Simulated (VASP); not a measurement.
The system is SrErAs3.

```
Sr Er As
1.0
     5.20622    0.00000    0.00000
     0.00000    5.20622    0.00000
     0.00000    0.00000    5.20622
Sr Er As
1 1 3
Cartesian
  0.0000 0.0000 0.0000
  2.6031 2.6031 2.6031
  2.6031 0.0000 0.0000
  0.0000 2.6031 0.0000
  0.0000 0.0000 2.6031
```

The cell was built from a structure type or drawn by symmetry, and may not be a known phase.

| Item | Value |
| --- | --- |
| Program | VASP 6.6.1 |
| Task | relaxation of cell and atoms |
| Functional | PBE |
| Potentials or basis | VASP PAW PBE potentials, release 64 (Sr_sv, Er_3, As), 4f in core |
| Cutoff | 500 eV |
| k mesh | 4 × 4 × 4 |
| Occupations | gaussian, width 0.1 eV |
| Spin | no spin polarisation |

At the start: pressure 5.0 GPa; volume 28.22 Å³/atom.

How do energy, volume and symmetry change on relaxing?

Over 3 steps the energy falls by 48.1 meV/atom and the volume is 31.58 Å³/atom (+11.9 %); space group Pm-3m (No. 221, to 0.1 Å) before and after.

Step by step:
```csv
step,energy change (eV),largest force (eV/Å),pressure (GPa),volume (Å³)
1,0.0000,0.0000,5.05,141.11
2,-0.2376,0.0000,-0.44,160.06
3,-0.2405,0.0000,0.02,157.92
```

Final structure:
```xyz
5
Lattice="5.4052 0.0000 0.0000 0.0000 5.4052 0.0000 0.0000 0.0000 5.4052" Properties=species:S:1:pos:R:3 pbc="T T T"
Sr    0.0000    0.0000    0.0000
Er    2.7026    2.7026    2.7026
As    2.7026    0.0000    0.0000
As    0.0000    2.7026    0.0000
As    0.0000    0.0000    2.7026
```
